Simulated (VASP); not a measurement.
A run of VASP 6.6.1:

INCAR

```
SYSTEM = TePb
PREC = Accurate
ENCUT = 600
EDIFF = 1E-6
ISMEAR = 0
SIGMA = 0.1
LREAL = .FALSE.
LASPH = .TRUE.
NELM = 100
ALGO = Normal
ISIF = 3
LWAVE = .FALSE.
LCHARG = .FALSE.
IBRION = 2
NSW = 100
EDIFFG = -0.005
```

File KPOINTS:

```
regular mesh
0
G
  10 10 10
  0 0 0
```

Contents of POSCAR:

```
TePb
1.0
    4.0022870000      0.0000000000      0.0000000000
    0.0000000000      4.0022870000      0.0000000000
    0.0000000000      0.0000000000      4.0022870000
Te Pb
1 1
Direct
    0.5000000000      0.5000000000      0.5000000000
    0.0000000000      0.0000000000      0.0000000000
```

Potentials or basis: VASP PAW LDA potentials, release 64 (Te, Pb_d).

Command:

```console
$ cat potpaw_LDA.64/Te/POTCAR potpaw_LDA.64/Pb_d/POTCAR > POTCAR
$ mpirun -np 1 vasp_std > vasp.out
```

Hardware: 1 thread of Intel(R) Xeon(R) 6975P-C (Granite Rapids), on a shared host.

Question: Estimate the wall time of this run.

Answer: Wall time 26 s on 1 thread of Intel(R) Xeon(R) 6975P-C (Granite Rapids), on a shared host, peak memory 0.21 GiB. Counts: scf iterations 26, k points 56, ion steps 3.
